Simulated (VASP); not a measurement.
# SnO2 (Fm-3m) in VASP: G0W0 quasiparticle levels with PBE

Aim: the G0W0 quasiparticle levels of SnO2 with PBE.

Everything below comes from runs of VASP 6.6.1. Logs are shortened: lines on timing, memory, paths and dates and some standing lists are left out, and cuts for length are marked.

**1. The cell of the first run**

Symmetry: Fm-3m, No. 225, cubic system. Conventional cell: a = 5.067 Å, b = 5.067 Å, c = 5.067 Å, α = 90.00°, β = 90.00°, γ = 90.00°. Within 2.9 Å of Sn (site symmetry m-3m) lie 8 O at 2.19 Å. Within 2.9 Å of O (site symmetry -43m) lie 4 Sn at 2.19 Å and 6 O at 2.53 Å.

**2. G0W0 quasiparticle levels, PBE**

Input file POSCAR:

```
SnO2
1.0
    0.0000000000      2.5334669705      2.5334669705
    2.5334669705      0.0000000000      2.5334669705
    2.5334669705      2.5334669705      0.0000000000
Sn O
1 2
Direct
    0.0000000000      0.0000000000      0.0000000000
    0.2500000000      0.2500000000      0.2500000000
    0.7500000000      0.7500000000      0.7500000000
```

Input file INCAR.step1:

```
  PREC = Accurate
  ENCUT = 500
  EDIFF = 1E-8
  ISMEAR = 0
  SIGMA = 0.01
  LREAL = False
  LASPH = True
  NELM = 100
  ALGO = Normal
  LWAVE = True
  LCHARG = False
  GGA = PE
```

Input file INCAR.step2:

```
  PREC = Accurate
  ENCUT = 500
  EDIFF = 1E-8
  ISMEAR = 0
  SIGMA = 0.01
  LREAL = False
  LASPH = True
  NELM = 1
  ALGO = Exact
  LWAVE = True
  LCHARG = False
  GGA = PE
  NBANDS = 359
  LOPTICS = True
  ISTART = 1
```

Input file INCAR.step3:

```
  PREC = Accurate
  ENCUT = 500
  EDIFF = 1E-8
  ISMEAR = 0
  SIGMA = 0.01
  LREAL = False
  LASPH = True
  ALGO = EVGW0
  LWAVE = False
  LCHARG = False
  GGA = PE
  NELMGW = 1
  NBANDS = 359
  ENCUTGW = 200
  NOMEGA = 96
  PRECFOCK = Fast
  ISTART = 1
  NBANDSGW = 21
  OMEGAMAX = 20
```

Input file KPOINTS:

```
Automatic mesh
0
Gamma
  6 6 6
```

Potentials or basis: VASP PAW PBE potentials, release 64 (Sn_d_GW, O_GW).

Command:

```bash
$ cat potpaw_PBE.64/Sn_d_GW/POTCAR potpaw_PBE.64/O_GW/POTCAR > POTCAR
$ cp INCAR.step1 INCAR
$ mpirun -np 1 vasp_std > vasp.out
$ cp INCAR.step2 INCAR
$ mpirun -np 1 vasp_std > vasp.out
$ cp INCAR.step3 INCAR
$ mpirun -np 1 vasp_std > vasp.out
```

OUTCAR:

```text
PREC = Accurate
   ENCUT = 500
   EDIFF = 1E-8
   ISMEAR = 0
   LREAL = False
   LASPH = True
   GGA = PE
   NELMGW = 1
   ENCUTGW = 200
   PRECFOCK = Fast
   ISTART = 1

 ion  position               nearest neighbor table
   1  0.000  0.000  0.000-   3 2.19   3 2.19   3 2.19   2 2.19   3 2.19   2 2.19   2 2.19   2 2.19

   2  0.250  0.250  0.250-   1 2.19   1 2.19   1 2.19   1 2.19
   3  0.750  0.750  0.750-   1 2.19   1 2.19   1 2.19   1 2.19

  LATTYP: Found a face centered cubic cell.
 ALAT       =     5.0669339410

  Lattice vectors:

 A1 = (   0.0000000000,   2.5334669705,   2.5334669705)
 A2 = (   2.5334669705,   0.0000000000,   2.5334669705)
 A3 = (   2.5334669705,   2.5334669705,   0.0000000000)

Analysis of symmetry for initial positions (statically):
=====================================================================
 Subroutine PRICEL returns:
 Original cell was already a primitive cell.

 Routine SETGRP: Setting up the symmetry group for a
 face centered cubic supercell.

 Subroutine GETGRP returns: Found 48 space group operations
 (whereof 48 operations were pure point group operations)
 out of a pool of 48 trial point group operations.

The static configuration has the point symmetry O_h .

Analysis of symmetry for dynamics (positions and initial velocities):
=====================================================================
 Subroutine PRICEL returns:
 Original cell was already a primitive cell.

 Routine SETGRP: Setting up the symmetry group for a
 face centered cubic supercell.

 Subroutine GETGRP returns: Found 48 space group operations
 (whereof 48 operations were pure point group operations)
 out of a pool of 48 trial point group operations.

The dynamic configuration has the point symmetry O_h .

 Subroutine INISYM returns: Found 48 space group operations
 (whereof 48 operations are pure point group operations),
 and found     1 'primitive' translations

----------------------------------------------------------------------------------------

                                     Primitive cell

  volume of cell :      32.5219

  direct lattice vectors                    reciprocal lattice vectors
     0.000000000  2.533466971  2.533466971    -0.197358010  0.197358010  0.197358010
     2.533466971  0.000000000  2.533466971     0.197358010 -0.197358010  0.197358010
     2.533466971  2.533466971  0.000000000     0.197358010  0.197358010 -0.197358010

  length of vectors
     3.582863350  3.582863350  3.582863350     0.341834101  0.341834101  0.341834101

  position of ions in fractional coordinates (direct lattice)
     0.000000000  0.000000000  0.000000000
     0.250000000  0.250000000  0.250000000
     0.750000000  0.750000000  0.750000000

  ion indices of the primitive-cell ions
   primitive index   ion index
                 1           1
                 2           2
                 3           3

----------------------------------------------------------------------------------------

 KPOINTS: Automatic mesh

Automatic generation of k-mesh.
 Grid dimensions read from file:
 generate k-points for:    6    6    6

 Generating k-lattice:

  Cartesian coordinates                     Fractional coordinates (reciprocal lattice)
    -0.032893002  0.032893002  0.032893002     0.166666667  0.000000000  0.000000000
     0.032893002 -0.032893002  0.032893002     0.000000000  0.166666667  0.000000000
     0.032893002  0.032893002 -0.032893002     0.000000000  0.000000000  0.166666667

  Length of vectors
     0.056972350  0.056972350  0.056972350

  Shift w.r.t. Gamma in fractional coordinates (k-lattice)
     0.000000000  0.000000000  0.000000000

 Subroutine IBZKPT returns following result:
 ===========================================

 Found     16 irreducible k-points:

 Following reciprocal coordinates:
            Coordinates               Weight
  0.000000  0.000000  0.000000      1.000000
  0.166667  0.000000  0.000000      8.000000
  0.333333  0.000000  0.000000      8.000000
  0.500000  0.000000  0.000000      4.000000
  0.166667  0.166667  0.000000      6.000000
  0.333333  0.166667  0.000000     24.000000
[... 8 lines left out ...]
 -0.333333  0.333333  0.166667     24.000000
 -0.333333  0.500000  0.166667     12.000000
   k-points           NKPTS =     16   k-points in BZ     NKDIM =    216   number of bands    NBANDS=    359
   number of dos      NEDOS =    301   number of ions     NIONS =      3
   total plane-waves  NPLWV =  21952
   dimension x,y,z NGX =    28 NGY =   28 NGZ =   28
   dimension x,y,z NGXF=    56 NGYF=   56 NGZF=   56
   ions per type =               1   2
   NGX,Y,Z   is equivalent  to a cutoff of  12.99, 12.99, 12.99 a.u.
   NGXF,Y,Z  is equivalent  to a cutoff of  25.98, 25.98, 25.98 a.u.
 SYSTEM =  unknown system
   PREC   = accura    normal or accurate (medium, high low for compatibility)
   ISTART =      1    job   : 0-new  1-cont  2-samecut
   ICHARG =      0    charge: 1-file 2-atom 10-const
   ISPIN  =      1    spin polarized calculation?
   LNONCOLLINEAR =      F non collinear calculations
   LSORBIT =      F    spin-orbit coupling
   LASPH  =      T    aspherical Exc in radial PAW
   ENCUT  =  500.0 eV  36.75 Ry    6.06 a.u.   6.53  6.53  6.53*2*pi/ulx,y,z
   NELM   =     60;   NELMIN=  2; NELMDL=  0     # of ELM steps
   EDIFF  = 0.1E-07   stopping-criterion for ELM
   LREAL  =      F    real-space projection
   EDIFFG = 0.1E-06   stopping-criterion for IOM
   NSW    =      0    number of steps for IOM
   IBRION =     -1    ionic relax: 0-MD 1-quasi-New 2-CG
   NFREE  =      0    steps in history (QN), initial steepest desc. (CG)
   ISIF   =      0    stress and relaxation
   ISYM   =      3    0-nonsym 1-usesym 2-fastsym
   POTIM  = 0.5000    time-step for ionic-motion
   TEBEG  =    0.0;   TEEND  =   0.0 temperature during run
   PSTRESS=    0.0 pullay stress
   NELECT =      26.0000    total number of electrons
   NUPDOWN=      -1.0000    fix difference up-down
   EMIN   =  10.00;   EMAX   =-10.00  energy-range for DOS
   EFERMI =   0.00;   METHOD = LEGACY
   ISMEAR =     0;   SIGMA  =   0.01  broadening in eV -4-tet -1-fermi 0-gaus
   EFERMI_NEDOS =   21; number of points for ismear=-14 and -15
   IALGO  =     38    algorithm
   IMIX   =      4    mixing-type and parameters
     AMIX     =   0.40;   BMIX     =  1.00
     AMIX_MAG =   1.60;   BMIX_MAG =  1.00
  volume/ion in A,a.u.               =      10.84        73.16
  Fermi-wavevector in a.u.,A,eV,Ry     =   1.519407  2.871262 31.410365  2.308597
  Thomas-Fermi vector in A             =   2.628397
   LORBIT       =      0    0 simple, 1 ext, 2 COOP (PROOUT), +10 PAW based schemes
   GGA     = PE    functional components
   LHFCALC =     T    Hartree Fock is set to
   PRECFOCK=fast      Normal, Fast or Accurate (Low or Medium for compatibility)
   ENCUT4O =  -1.0   cutoff for four orbital integrals eV
   NKREDX  =     1    reduce k-point grid by
   NKREDY  =     1    reduce k-point grid by
   NKREDZ  =     1    reduce k-point grid by
   AEXX    =    1.0000 exact exchange contribution
   HFSCREEN=    0.0000 screening length (either q_TF or 0.3 A-1)
   HFSCREENC=   0.0000 screening length for correlation (either q_TF or 0.3 A-1)
   ENCUTFOCK=  -1.0 apply spherical cutoff to Coloumb kernel
   IVDW    =     0    specifies the selected vdW correction
   LEPSILON=     F    determine dielectric tensor
   LRPA    =     F    only Hartree local field effects (RPA)
   LRPAFORCE           =     F    calculate RPA forces
   ENCUTGW             = 200.0    cutoff for response function in eV
   ENCUTGWSOFT         = 160.0    soft cutoff for Coulomb kernel in GW response function in eV
   ENCUTLF             =  -1.0    cutoff for local field effects
   NELMGW              =     1    number of iterations in solving QP/BSE equation
   NELMHF              =     1    number of iterations in the inner HF iteration
   NKREDLFX            =     1    NKREDLFY  =   1   NKREDLFZ  =   1
 non-spin polarized calculation
 Gauss-broadening in eV      SIGMA  =   0.01
  energy-cutoff  :      500.00
  volume of cell :       32.52
 maximum number of plane-waves:       869
 NGX is ok and might be reduce to    28
  NGX = 16; NGY = 16; NGZ = 16
   NGX = 13   NGY = 13   NGZ = 13
 maximum number of plane-waves:       222

 QP shifts <psi_nk| G(iteration)W_0 |psi_nk>: iteration 1
 for sc-GW calculations column KS-energies equals QP-energies in previous step
 and V_xc(KS)=  KS-energies - (<T + V_ion + V_H > + <T+V_H+V_ion>^1  + <V_x>^1)

 k-point   1 :       0.0000    0.0000    0.0000
  band No.  KS-energies  QP-energies   sigma(KS)   V_xc(KS)     V^pw_x(r,r')   Z            occupation Imag(sigma)

      1     -14.5305     -17.8089     -21.7536     -17.4344     -27.2752       0.7590       2.0000       0.3639
      2     -14.5305     -17.8089     -21.7536     -17.4344     -27.2752       0.7590       2.0000       0.3639
      3     -14.5305     -17.8089     -21.7536     -17.4344     -27.2752       0.7590       2.0000       0.3639
      4     -14.3756     -17.5910     -21.7043     -17.4575     -27.0288       0.7571       2.0000       0.2321
      5     -14.3756     -17.5910     -21.7043     -17.4575     -27.0288       0.7571       2.0000       0.2321
      6     -13.6710     -14.5538     -19.1640     -17.6418     -29.3997       0.5799       2.0000       1.2922
[... 13 lines left out ...]
     20      21.3747      21.8518     -10.4947     -11.0903      -4.9905       0.8011       0.0000      -0.1400
     21      28.3415      29.2488     -11.4663     -12.6192      -4.6580       0.7869       0.0000      -0.7430

 k-point   2 :       0.1667    0.0000    0.0000
  band No.  KS-energies  QP-energies   sigma(KS)   V_xc(KS)     V^pw_x(r,r')   Z            occupation Imag(sigma)

      1     -14.6501     -17.7569     -21.6192     -17.4631     -27.4579       0.7475       2.0000       0.4108
      2     -14.5099     -17.7910     -21.7665     -17.4463     -27.2766       0.7595       2.0000       0.3566
      3     -14.5099     -17.7910     -21.7665     -17.4463     -27.2766       0.7595       2.0000       0.3566
      4     -14.3753     -17.5927     -21.7070     -17.4576     -27.0343       0.7571       2.0000       0.2352
      5     -14.3753     -17.5927     -21.7070     -17.4576     -27.0343       0.7571       2.0000       0.2352
      6     -13.3676     -14.3396     -19.4639     -17.8096     -29.4856       0.5876       2.0000       1.2255
[... 13 lines left out ...]
     20      21.4560      21.9776     -10.9452     -11.6024      -5.3267       0.7937       0.0000      -0.1818
     21      27.0822      27.8413     -10.8525     -11.7706      -4.3609       0.8268       0.0000      -0.6948
[... 308 lines left out ...]
      5     -14.3524     -17.5941     -21.7651     -17.4929     -27.1254       0.7588       2.0000       0.2581
      6     -10.9208     -12.4050     -21.6479     -19.4337     -30.6242       0.6703       2.0000       0.9990
[... 13 lines left out ...]
     20      25.1039      25.9456     -11.5135     -12.5837      -5.5050       0.7865       0.0000      -0.2757
     21      25.2062      26.0456     -11.6002     -12.6666      -5.5439       0.7871       0.0000      -0.3034

 k-point  16 :      -0.3333    0.5000    0.1667
  band No.  KS-energies  QP-energies   sigma(KS)   V_xc(KS)     V^pw_x(r,r')   Z            occupation Imag(sigma)

      1     -14.9849     -17.7909     -21.3782     -17.5259     -27.8281       0.7284       2.0000       0.5031
      2     -14.6238     -17.6288     -21.6090     -17.5540     -27.6144       0.7411       2.0000       0.4144
      3     -14.4317     -17.6499     -21.6400     -17.3929     -26.9851       0.7577       2.0000       0.2572
      4     -14.3577     -17.6441     -21.8737     -17.5488     -27.3308       0.7599       2.0000       0.3108
      5     -14.3488     -17.5753     -21.7270     -17.4756     -27.0547       0.7589       2.0000       0.2413
      6     -11.2930     -12.7175     -21.4347     -19.2748     -30.5837       0.6595       2.0000       1.0196
[... 13 lines left out ...]
     20      24.1232      24.9388     -11.0108     -12.0345      -5.2582       0.7968       0.0000      -0.1864
     21      24.7408      25.5415     -12.0094     -13.0343      -5.9204       0.7813       0.0000      -0.3370
```

Run time: 61 min. Hardware: 1 thread of Intel Xeon Platinum 8488C (Sapphire Rapids), shared host; peak memory 1.8 GiB.

What came out:

```yaml
Quasiparticle_gap: 1.21 eV
Least_direct_quasiparticle_gap: 2.66 eV
Band_gap_of_the_starting_levels_on_the_mesh: 0.30 eV
Least_direct_gap_of_the_starting_levels_on_the_mesh: 1.68 eV
```

Caveat: bands, screening cutoff and mesh are small and nothing is extrapolated, so the quasiparticle values aren't converged; the structure was generated, so it needn't be the stable form of SnO2; spin-orbit coupling is left out, which moves the levels of the heavy elements.
